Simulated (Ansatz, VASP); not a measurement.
## LiH in VASP and in Ansatz

Contents of POSCAR:

```
LiH
1.0
    1.9049640572      1.9049640572      0.0000000000
   -1.9049640572      1.9049640572      0.0000000000
    0.0000000000      1.9049640572      1.9049640572
Li H
1 1
Direct
    0.0000000000      0.0000000000      0.0000000000
    0.5000000000      0.5000000000      0.0000000000
```

The input INCAR.step1:

```
  PREC = Accurate
  ENCUT = 1350
  ISMEAR = 0
  SIGMA = 0.01
  LREAL = F
  LASPH = T
  NELM = 120
  NBANDS = 9
  GGA = PE
  ALGO = Normal
  EDIFF = 1E-5
  LWAVE = T
  LCHARG = F
  GGA_COMPAT = F
```

Contents of INCAR.step2:

```
  PREC = Accurate
  ENCUT = 1350
  EDIFF = 1E-6
  ISMEAR = 0
  SIGMA = 0.01
  LREAL = F
  LASPH = T
  NELM = 120
  ALGO = Normal
  ISIF = 2
  LWAVE = F
  LCHARG = T
  METAGGA = R2SCAN
  LMIXTAU = T
  LELF = T
  LVHAR = T
  NBANDS = 9
  ISTART = 1
  GGA_COMPAT = F
```

File KPOINTS:

```
Automatic mesh
0
Gamma
  10 10 10
```

Input for Ansatz:

```yaml
crystal:
  lattice:
    - [1.90496405721, 1.90496405721, 0.0]
    - [-1.90496405721, 1.90496405721, 0.0]
    - [0.0, 1.90496405721, 1.90496405721]
  atoms:
    - { symbol: Li, position: [0.0, 0.0, 0.0] }
    - { symbol: H, position: [0.5, 0.5, 0.0] }
kpoints:
  mp_grid: { grid: [10, 10, 10] }
scf:
  occupations: { method: fixed }
  convergence: { dr2_threshold: 1.0e-10 }
hamiltonian:
  xc: r2scan
  pseudopotentials: { kind: paw }
output:
  forces: true
  stress: true
  eigenstates:
    kpoints:
      - [0.0, 0.0, 0.0]
      - [-0.5, 0.5, 0.0]
      - [-0.5, -0.5, -0.5]
      - [0.0, 0.0, -0.5]
      - [0.0, -0.5, -0.5]
      - [0.0, 0.5, 0.0]
      - [-0.5, 0.0, 0.0]
      - [-0.5, 0.0, -0.5]
  eigenvalues: true
```

Alike in both runs: task single point; functional r2SCAN; k mesh 10 × 10 × 10; no spin polarisation.

|  | VASP | Ansatz |
| --- | --- | --- |
| version | VASP 6.6.1 | Ansatz 0.2.0 |
| potentials or method | VASP PAW PBE potentials, release 64 (Li_sv, H_h) | PAW with Ansatz's default frozen-core files, scalar-relativistic |
| plane-wave cutoff (eV) | 1350 | 500 |
| occupations | gaussian, width 0.01 eV | fixed |
| valence electrons in the cell | 4 | 4 |

|  | VASP | Ansatz | Ansatz less VASP |
| --- | --- | --- | --- |
| gap on the k mesh at the Fermi level (eV) | 3.48 | 3.52 | +0.039 |
| pressure (GPa) | 6.4 | 7.0 | +0.57 |

VASP's potentials were made for PBE, not for r2SCAN.
